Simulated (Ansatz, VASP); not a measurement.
**Two plane-wave programs on YTiSe3**

The input INCAR:

```
SYSTEM = YTiSe3
PREC = Accurate
ENCUT = 520
EDIFF = 1E-7
ISMEAR = 0
SIGMA = 0.1
LREAL = .FALSE.
LASPH = .TRUE.
NELM = 150
ALGO = Normal
ISIF = 2
LWAVE = .FALSE.
LCHARG = .FALSE.
ISPIN = 2
MAGMOM = 0 1 0 0 0
LORBIT = 11
LMAXMIX = 4
GGA = PE
NBANDS = 32
```

The input KPOINTS:

```
regular mesh
0
G
  4 4 4
  0 0 0
```

POSCAR

```
YTiSe3
1.0
    5.0381084300      0.0000000000      0.0000000000
    0.0000000000      5.0381084300      0.0000000000
    0.0000000000      0.0000000000      5.0381084300
Y Ti Se
1 1 3
Direct
    0.5000000000      0.5000000000      0.5000000000
    0.0000000000      0.0000000000      0.0000000000
    0.5000000000      0.0000000000      0.0000000000
    0.0000000000      0.5000000000      0.0000000000
    0.0000000000      0.0000000000      0.5000000000
```

Input for Ansatz:

```yaml
crystal:
  lattice:
    - [5.03810843, 0.0, 0.0]
    - [0.0, 5.03810843, 0.0]
    - [0.0, 0.0, 5.03810843]
  atoms:
    - { symbol: "Y", position: [0.5, 0.5, 0.5] }
    - { symbol: Ti, position: [0.0, 0.0, 0.0], spin: 1.0 }
    - { symbol: Se, position: [0.5, 0.0, 0.0] }
    - { symbol: Se, position: [0.0, 0.5, 0.0] }
    - { symbol: Se, position: [0.0, 0.0, 0.5] }
basis:
  ecutwfc: 420
kpoints:
  mp_grid: { grid: [4, 4, 4] }
hamiltonian:
  xc: pbe
scf:
  occupations: { method: gaussian, width: 0.1 }
  lower_state_search: "off"
output:
  forces: true
  stress: true
  eigenvalues: true
  populations: true
magnetization:
  spin_polarized: true
```

Alike in both runs: task single point; functional PBE; k mesh 4 × 4 × 4; occupations gaussian, width 0.1 eV; collinear spin.

|  | VASP | Ansatz |
| --- | --- | --- |
| version | VASP 6.6.1 | Ansatz 0.2.0 |
| potentials or method | VASP PAW PBE potentials, release 64 (Y_sv, Ti_sv, Se), cutoff 520 eV | scalar-relativistic, plane waves, PAW |
| valence electrons in the cell | 41 | 71 |

VASP gave:

```
gap on the k mesh at the Fermi level (eV)                     : none
pressure (GPa)                                                : -4.0
net moment per atom (μB)                                      : 0.10
size of the moment on the site where the two differ most (μB) : 0.30
```

Question: Estimate Ansatz's values.

Answer: gap on the k mesh at the Fermi level (eV): none; pressure (GPa): -4.1; net moment per atom (μB): 0.10; size of the moment on the site where the two differ most (μB): 0.29.

Site moments also hang on the region over which each program counts them. A gap of «none» marks a metal or a gap that the smearing closes. VASP's potentials hold 41 valence electrons a cell and Ansatz's 71, so a difference there can come from the potentials and not from the codes.
